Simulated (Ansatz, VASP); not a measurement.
One calculation of SnO, two programs

```xyz
2
Lattice="0.0000 2.1135 2.1135 2.1135 0.0000 2.1135 2.1135 2.1135 0.0000" Properties=species:S:1:pos:R:3 pbc="T T T"
Sn    0.0000    0.0000    0.0000
O     2.1135    2.1135    2.1135
```

Alike in both runs: task single point; functional PBE; k mesh 8 × 8 × 8; occupations gaussian, width 0.1 eV; no spin polarisation.

```csv
,VASP,Ansatz
version,VASP 6.6.1,Ansatz 0.2.0
potentials or method,"VASP PAW PBE potentials, release 64 (Sn_d, O), cutoff 600 eV","scalar-relativistic, plane waves, PAW"
valence electrons in the cell,20,20
```

|  | VASP | Ansatz | Ansatz less VASP |
| --- | --- | --- | --- |
| gap on the k mesh at the Fermi level (eV) | 0.61 | 0.61 | 0.000 |
| least direct gap on the mesh (eV) | 0.72 | 0.71 | -0.006 |

The functional is the same, so the differences come from potentials, cutoffs and numerics.
